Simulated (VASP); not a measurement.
# CdTe (rocksalt type) (Fm-3m) in VASP: further runs

The runs below take CdTe (rocksalt type) through single point, with r2SCAN.

All numbers are computed with VASP 6.6.1; they aren't measurements. Logs are shortened: lines on timing, memory, paths and dates and some standing lists are left out, and cuts for length are marked.

### 1 The cell of the first run

The structure is cubic, space group Fm-3m (No. 225). Conventional cell: a = 5.269 Å, b = 5.269 Å, c = 5.269 Å, α = 90.00°, β = 90.00°, γ = 90.00°. Cd (site symmetry m-3m) has 6 Te at 2.63 Å within 3.5 Å. Within 3.5 Å of Te (site symmetry m-3m) lie 6 Cd at 2.63 Å.

### 2 Single point, r2SCAN (volume scaled by 0.65)

Input file POSCAR:

```
CdTe
1.0
    0.0000000000      2.6347411085      2.6347411085
    2.6347411085      0.0000000000      2.6347411085
    2.6347411085      2.6347411085      0.0000000000
Cd Te
1 1
Direct
    0.0000000000      0.0000000000      0.0000000000
    0.5000000000      0.5000000000      0.5000000000
```

Input file INCAR.step1:

```
ALGO = Normal
EDIFF = 1E-4
ENCUT = 520
GGA = PE
ISMEAR = -1
LASPH = T
LCHARG = F
LREAL = F
LWAVE = T
NBANDS = 16
NELM = 60
PREC = Accurate
SIGMA = 0.08
```

Input file INCAR.step2:

```
ALGO = Normal
EDIFF = 1E-6
ENCUT = 520
ISIF = 2
ISMEAR = -1
ISTART = 1
LASPH = T
LCHARG = F
LMIXTAU = T
LREAL = F
LWAVE = F
METAGGA = R2SCAN
NBANDS = 16
NELM = 60
PREC = Accurate
SIGMA = 0.08
```

Input file KPOINTS:

```
k-points
0
Gamma
  13 13 13
```

Potentials or basis: VASP PAW PBE potentials, release 64 (Cd, Te).

Launch:

```bash
$ cat potpaw_PBE.64/Cd/POTCAR potpaw_PBE.64/Te/POTCAR > POTCAR
$ cp INCAR.step1 INCAR
$ mpirun -np 1 vasp_std > vasp.out
$ cp INCAR.step2 INCAR
$ mpirun -np 1 vasp_std > vasp.out
```

OUTCAR:

```text
EDIFF = 1E-6
   ENCUT = 520
   ISIF = 2
   ISMEAR = -1
   ISTART = 1
   LASPH = T
   LREAL = F
   METAGGA = R2SCAN
   NELM = 60
   PREC = Accurate

 ion  position               nearest neighbor table
   1  0.000  0.000  0.000-   2 2.63   2 2.63   2 2.63   2 2.63   2 2.63   2 2.63
   2  0.500  0.500  0.500-   1 2.63   1 2.63   1 2.63   1 2.63   1 2.63   1 2.63

  LATTYP: Found a face centered cubic cell.
 ALAT       =     5.2694822170

  Lattice vectors:

 A1 = (   0.0000000000,   2.6347411085,   2.6347411085)
 A2 = (   2.6347411085,   0.0000000000,   2.6347411085)
 A3 = (   2.6347411085,   2.6347411085,   0.0000000000)

Analysis of symmetry for initial positions (statically):
=====================================================================
 Subroutine PRICEL returns:
 Original cell was already a primitive cell.

 Routine SETGRP: Setting up the symmetry group for a
 face centered cubic supercell.

 Subroutine GETGRP returns: Found 48 space group operations
 (whereof 48 operations were pure point group operations)
 out of a pool of 48 trial point group operations.

The static configuration has the point symmetry O_h .

Analysis of symmetry for dynamics (positions and initial velocities):
=====================================================================
 Subroutine PRICEL returns:
 Original cell was already a primitive cell.

 Routine SETGRP: Setting up the symmetry group for a
 face centered cubic supercell.

 Subroutine GETGRP returns: Found 48 space group operations
 (whereof 48 operations were pure point group operations)
 out of a pool of 48 trial point group operations.

The dynamic configuration has the point symmetry O_h .

 Subroutine INISYM returns: Found 48 space group operations
 (whereof 48 operations are pure point group operations),
 and found     1 'primitive' translations

----------------------------------------------------------------------------------------

                                     Primitive cell

  volume of cell :      36.5800

  direct lattice vectors                    reciprocal lattice vectors
     0.000000000  2.634741109  2.634741109    -0.189771966  0.189771966  0.189771966
     2.634741109  0.000000000  2.634741109     0.189771966 -0.189771966  0.189771966
     2.634741109  2.634741109  0.000000000     0.189771966  0.189771966 -0.189771966

  length of vectors
     3.726086609  3.726086609  3.726086609     0.328694687  0.328694687  0.328694687

  position of ions in fractional coordinates (direct lattice)
     0.000000000  0.000000000  0.000000000
     0.500000000  0.500000000  0.500000000

  ion indices of the primitive-cell ions
   primitive index   ion index
                 1           1
                 2           2

----------------------------------------------------------------------------------------

 KPOINTS: k-points

Automatic generation of k-mesh.
 Grid dimensions read from file:
 generate k-points for:   13   13   13

 Generating k-lattice:

  Cartesian coordinates                     Fractional coordinates (reciprocal lattice)
    -0.014597844  0.014597844  0.014597844     0.076923077  0.000000000  0.000000000
     0.014597844 -0.014597844  0.014597844     0.000000000  0.076923077  0.000000000
     0.014597844  0.014597844 -0.014597844     0.000000000  0.000000000  0.076923077

  Length of vectors
     0.025284207  0.025284207  0.025284207

  Shift w.r.t. Gamma in fractional coordinates (k-lattice)
     0.000000000  0.000000000  0.000000000

 Subroutine IBZKPT returns following result:
 ===========================================

 Found     84 irreducible k-points:

 Following reciprocal coordinates:
            Coordinates               Weight
  0.000000  0.000000  0.000000      1.000000
  0.076923  0.000000  0.000000      8.000000
  0.153846  0.000000  0.000000      8.000000
  0.230769  0.000000  0.000000      8.000000
  0.307692  0.000000  0.000000      8.000000
  0.384615  0.000000  0.000000      8.000000
[... 16 lines left out ...]
  0.384615  0.153846  0.000000     24.000000
  0.461538  0.153846  0.000000     24.000000
 [... further k-points ...]
   k-points           NKPTS =     84   k-points in BZ     NKDIM =     84   number of bands    NBANDS=     16
   number of dos      NEDOS =    301   number of ions     NIONS =      2
   total plane-waves  NPLWV =  21952
   dimension x,y,z NGX =    28 NGY =   28 NGZ =   28
   dimension x,y,z NGXF=    56 NGYF=   56 NGZF=   56
   ions per type =               1   1
   NGX,Y,Z   is equivalent  to a cutoff of  12.49, 12.49, 12.49 a.u.
   NGXF,Y,Z  is equivalent  to a cutoff of  24.99, 24.99, 24.99 a.u.
 SYSTEM =  unknown system
   PREC   = accura    normal or accurate (medium, high low for compatibility)
   ISTART =      1    job   : 0-new  1-cont  2-samecut
   ICHARG =      0    charge: 1-file 2-atom 10-const
   ISPIN  =      1    spin polarized calculation?
   LNONCOLLINEAR =      F non collinear calculations
   LSORBIT =      F    spin-orbit coupling
   LASPH  =      T    aspherical Exc in radial PAW
   ENCUT  =  520.0 eV  38.22 Ry    6.18 a.u.   6.93  6.93  6.93*2*pi/ulx,y,z
   NELM   =     60;   NELMIN=  2; NELMDL=  0     # of ELM steps
   EDIFF  = 0.1E-05   stopping-criterion for ELM
   LREAL  =      F    real-space projection
[... 7 lines left out ...]
   TEBEG  =    0.0;   TEEND  =   0.0 temperature during run
   PSTRESS=    0.0 pullay stress
   NELECT =      18.0000    total number of electrons
   NUPDOWN=      -1.0000    fix difference up-down
   EMIN   =  10.00;   EMAX   =-10.00  energy-range for DOS
   EFERMI =   0.00;   METHOD = LEGACY
   ISMEAR =    -1;   SIGMA  =   0.08  broadening in eV -4-tet -1-fermi 0-gaus
   EFERMI_NEDOS =   21; number of points for ismear=-14 and -15
   IALGO  =     38    algorithm
   IMIX   =      4    mixing-type and parameters
     AMIX     =   0.40;   BMIX     =  1.00
     AMIX_MAG =   1.60;   BMIX_MAG =  1.00
  volume/ion in A,a.u.               =      18.29       123.43
  Fermi-wavevector in a.u.,A,eV,Ry     =   1.292462  2.442399 22.727955  1.670458
  Thomas-Fermi vector in A             =   2.424168
   LORBIT       =      0    0 simple, 1 ext, 2 COOP (PROOUT), +10 PAW based schemes
   METAGGA = R2SCAN    functional components
   LHFCALC =     F    Hartree Fock is set to
   AEXX    =    0.0000 exact exchange contribution
   IVDW    =     0    specifies the selected vdW correction
   LEPSILON=     F    determine dielectric tensor
   LRPA    =     F    only Hartree local field effects (RPA)
 non-spin polarized calculation
  energy-cutoff  :      520.00
  volume of cell :       36.58
 maximum number of plane-waves:       998
   NGX = 13   NGY = 13   NGZ = 13

 number of electron      17.9999993 magnetization

 Free energy of the ion-electron system (eV)
  ---------------------------------------------------
  ext. energy  EPLUGINS =         0.00000000
  ---------------------------------------------------
  free energy    TOTEN  =       -43.63148241 eV

  energy without entropy =      -43.62002584  energy(sigma->0) =      -43.62575413

 E-fermi :   9.6967     XC(G=0): -12.6231

 val. band max:        9.6915440172   @ k =  -0.4615   0.3846   0.0000
 cond. band min:       9.7786585125   @ k =  -0.1538   0.1538   0.0000
 fundamental gap:      0.0871144953
 Fermi energy:         9.6966718634

 k-point     1 :       0.0000    0.0000    0.0000
  band No.  band energies     occupation
      1      -6.4211      2.00000
      2      -0.8974      2.00000
      3      -0.8974      2.00000
      4      -0.8324      2.00000
      5      -0.8324      2.00000
      6      -0.8324      2.00000
[... 8 lines left out ...]
     15      19.0931      0.00000
     16      19.0931      0.00000

 k-point     2 :       0.0769    0.0000    0.0000
  band No.  band energies     occupation
      1      -6.3266      2.00000
      2      -0.9299      2.00000
      3      -0.9299      2.00000
      4      -0.8459      2.00000
      5      -0.8200      2.00000
      6      -0.8200      2.00000
[... 8 lines left out ...]
     15      18.5410      0.00000
     16      18.5410      0.00000

 k-point     3 :       0.1538    0.0000    0.0000
  band No.  band energies     occupation
      1      -6.0467      2.00000
      2      -1.0262      2.00000
      3      -1.0262      2.00000
      4      -0.8874      2.00000
      5      -0.7770      2.00000
      6      -0.7770      2.00000
[... 8 lines left out ...]
     15      18.3044      0.00000
     16      18.3044      0.00000

 k-point     4 :       0.2308    0.0000    0.0000
  band No.  band energies     occupation
      1      -5.5952      2.00000
      2      -1.1600      2.00000
      3      -1.1600      2.00000
      4      -0.9627      2.00000
      5      -0.7124      2.00000
      6      -0.7124      2.00000
[... 8 lines left out ...]
     15      18.8907      0.00000
     16      18.8907      0.00000

 k-point     5 :       0.3077    0.0000    0.0000
  band No.  band energies     occupation
      1      -5.0034      2.00000
      2      -1.2970      2.00000
      3      -1.2970      2.00000
      4      -1.0888      2.00000
      5      -0.6419      2.00000
      6      -0.6419      2.00000
[... 8 lines left out ...]
     15      19.8414      0.00000
     16      19.8414      0.00000

 k-point     6 :       0.3846    0.0000    0.0000
  band No.  band energies     occupation
      1      -4.3459      2.00000
      2      -1.4066      2.00000
      3      -1.4066      2.00000
      4      -1.2950      2.00000
      5      -0.5823      2.00000
      6      -0.5823      2.00000
[... 8 lines left out ...]
     15      21.0241      0.00000
     16      21.4903      0.00000
[... 267 lines left out ...]
 k-point    21 :       0.2308    0.1538    0.0000
  band No.  band energies     occupation
      1      -5.6403      2.00000
      2      -1.2825      2.00000
      3      -0.9242      2.00000
      4      -0.9106      2.00000
      5      -0.7412      2.00000
      6      -0.7126      2.00000
[... 8 lines left out ...]
     15      20.5730      0.00000
     16      20.8130      0.00000

 k-point    22 :       0.3077    0.1538    0.0000
  band No.  band energies     occupation
      1      -5.2014      2.00000
      2      -1.3615      2.00000
      3      -1.0239      2.00000
      4      -0.9711      2.00000
      5      -0.6782      2.00000
      6      -0.6280      2.00000
[... 8 lines left out ...]
     15      21.0053      0.00000
     16      21.2383      0.00000

 k-point    23 :       0.3846    0.1538    0.0000
  band No.  band energies     occupation
      1      -4.6833      2.00000
      2      -1.3916      2.00000
      3      -1.1586      2.00000
      4      -1.0306      2.00000
      5      -0.5953      2.00000
      6      -0.5609      2.00000
[... 8 lines left out ...]
     15      22.1566      0.00000
     16      22.5477      0.00000

 k-point    24 :       0.4615    0.1538    0.0000
  band No.  band energies     occupation
      1      -4.1964      2.00000
      2      -1.3714      2.00000
      3      -1.2843      2.00000
      4      -1.0981      2.00000
      5      -0.5253      2.00000
      6      -0.5006      2.00000
[... 8 lines left out ...]
     15      22.9575      0.00000
     16      23.9965      0.00000

 [... further k-points ...]

------------------------ aborting loop because EDIFF is reached ----------------------------------------

  FORCE on cell =-STRESS in cart. coord.  units (eV):
  Direction    XX          YY          ZZ          XY          YZ          ZX
  --------------------------------------------------------------------------------------
  -------------------------------------------------------------------------------------
  Total       14.9437986     14.9437986     14.9437986      0.0000000     -0.0000000      0.0000000
  in kB      654.5272784    654.5272784    654.5272784      0.0000000     -0.0000000      0.0000000
  external PRESSURE =     654.5272784 kB  Pullay stress =       0.0000000 kB

 VOLUME and BASIS-vectors are now :
 -----------------------------------------------------------------------------
  energy-cutoff  :      520.00
  volume of cell :       36.58
      direct lattice vectors                 reciprocal lattice vectors
     0.000000000  2.634741109  2.634741109    -0.189771966  0.189771966  0.189771966
     2.634741109  0.000000000  2.634741109     0.189771966 -0.189771966  0.189771966
     2.634741109  2.634741109  0.000000000     0.189771966  0.189771966 -0.189771966

 POSITION                                       TOTAL-FORCE (eV/Angst)
 -----------------------------------------------------------------------------------
      0.00000      0.00000      0.00000         0.000000     -0.000000      0.000000
      2.63474      2.63474      2.63474        -0.000000      0.000000     -0.000000
 -----------------------------------------------------------------------------------
    total drift:                               -0.000000      0.000000      0.000000

  FREE ENERGIE OF THE ION-ELECTRON SYSTEM (eV)
  ---------------------------------------------------
  free  energy   TOTEN  =       -43.6314824142 eV

  energy  without entropy=      -43.6200258375  energy(sigma->0) =      -43.62575413
```

Wall time 90 s (1 thread of AMD EPYC 9R45 (Zen 5), shared host); peak memory 0.17 GiB.

Results:

* Free energy: -43.6315 eV
* Pressure: 65.5 GPa
* Band gap on the k mesh: zero (band 9 reaches 9.93 eV, above the bottom of band 10 at 8.33 eV)

Levels at points of the mesh, in eV from the Fermi level:
| k point | band 5 | band 6 | band 7 | band 8 | band 9 | band 10 | band 11 | band 12 | band 13 | band 14 |
| --- | --- | --- | --- | --- | --- | --- | --- | --- | --- | --- |
| (0.00, 0.00, 0.00) | -10.53 | -10.53 | -1.22 | -1.22 | -1.22 | 4.15 | 7.50 | 7.50 | 7.50 | 7.52 |

Caveat: the PAW data sets were made with another functional, which shifts forces and pressure a little; spin-orbit coupling is left out, which moves the levels of the heavy elements.

### 3 Single point, r2SCAN (volume scaled by 0.75)

Input file POSCAR:

```
CdTe
1.0
    0.0000000000      2.7634646690      2.7634646690
    2.7634646690      0.0000000000      2.7634646690
    2.7634646690      2.7634646690      0.0000000000
Cd Te
1 1
Direct
    0.0000000000      0.0000000000      0.0000000000
    0.5000000000      0.5000000000      0.5000000000
```

Input file INCAR.step1:

```
PREC = Accurate ; ENCUT = 520
ISMEAR = -1 ; SIGMA = 0.08
LREAL = F ; LASPH = T
NELM = 60 ; NBANDS = 16
GGA = PE ; ALGO = Normal
EDIFF = 1E-4 ; LWAVE = T
LCHARG = F
```

Input file INCAR.step2:

```
PREC = Accurate ; ENCUT = 520
EDIFF = 1E-6 ; ISMEAR = -1
SIGMA = 0.08 ; LREAL = F
LASPH = T ; NELM = 60
ALGO = Normal ; ISIF = 2
LWAVE = F ; LCHARG = T
METAGGA = R2SCAN ; LMIXTAU = T
LELF = T ; LVHAR = T
NBANDS = 16 ; ISTART = 1
```

Input file KPOINTS:

```
Automatic mesh
0
Gamma
  13 13 13
```

Potentials or basis: VASP PAW PBE potentials, release 64 (Cd, Te).

Launch:

```bash
$ cat potpaw_PBE.64/Cd/POTCAR potpaw_PBE.64/Te/POTCAR > POTCAR
$ cp INCAR.step1 INCAR
$ mpirun -np 1 vasp_std > vasp.out
$ cp INCAR.step2 INCAR
$ mpirun -np 1 vasp_std > vasp.out
```

It took 1.8 min on 1 thread of AMD EPYC 9R45 (Zen 5), shared host; peak memory 0.18 GiB.

Results (log left out):

| Quantity | Value |
| --- | --- |
| Free energy | -45.2617 eV |
| Pressure | 31.2 GPa |
| Band gap on the k mesh | zero (band 9 reaches 7.58 eV, above the bottom of band 10 at 6.22 eV) |

Levels at points of the mesh, in eV from the Fermi level:
| k point | band 7 | band 8 | band 9 | band 10 | band 11 | band 12 |
| --- | --- | --- | --- | --- | --- | --- |
| (0.00, 0.00, 0.00) | -0.95 | -0.95 | -0.95 | 2.85 | 7.52 | 7.52 |

Caveat: the PAW data sets were made with another functional, which shifts forces and pressure a little; spin-orbit coupling is left out, which moves the levels of the heavy elements.

### 4 Single point, r2SCAN (volume scaled by 0.85)

Input file POSCAR:

```
CdTe
1.0
    0.0000000000      2.8811982164      2.8811982164
    2.8811982164      0.0000000000      2.8811982164
    2.8811982164      2.8811982164      0.0000000000
Cd Te
1 1
Direct
    0.0000000000      0.0000000000      0.0000000000
    0.5000000000      0.5000000000      0.5000000000
```

Input file INCAR.step1:

```
PREC = Accurate
ENCUT = 520
ISMEAR = -1
SIGMA = 0.08
LREAL = F
LASPH = T
NELM = 60
NBANDS = 16
GGA = PE
ALGO = Normal
EDIFF = 1E-4
LWAVE = T
LCHARG = F
```

Input file INCAR.step2:

```
PREC = Accurate
ENCUT = 520
EDIFF = 1E-6
ISMEAR = -1
SIGMA = 0.08
LREAL = F
LASPH = T
NELM = 60
ALGO = Normal
ISIF = 2
LWAVE = F
LCHARG = T
METAGGA = R2SCAN
LMIXTAU = T
LELF = T
LVHAR = T
NBANDS = 16
ISTART = 1
```

Input file KPOINTS:

```
regular mesh
0
Gamma
  13 13 13
```

Launch:

```bash
$ cat potpaw_PBE.64/Cd/POTCAR potpaw_PBE.64/Te/POTCAR > POTCAR
$ cp INCAR.step1 INCAR
$ mpirun -np 1 vasp_std > vasp.out
$ cp INCAR.step2 INCAR
$ mpirun -np 1 vasp_std > vasp.out
```

Run time: 1.9 min. Hardware: 1 thread of AMD EPYC 9R45 (Zen 5), shared host; peak memory 0.19 GiB.

Results (log left out):

```
Free energy            : -46.0085 eV
Pressure               : 13.2 GPa
Band gap on the k mesh : zero (band 9 reaches 5.83 eV, above the bottom of band 10 at 4.66 eV)
```

Levels at points of the mesh, in eV from the Fermi level:
```tsv
k point	band 7	band 8	band 9	band 10	band 11	band 12
(0.00, 0.00, 0.00)	-0.74	-0.74	-0.74	1.91	7.53	7.53
```

Caveat: the PAW data sets were made with another functional, which shifts forces and pressure a little; spin-orbit coupling is left out, which moves the levels of the heavy elements.

(Continued in part 2 of 2.)
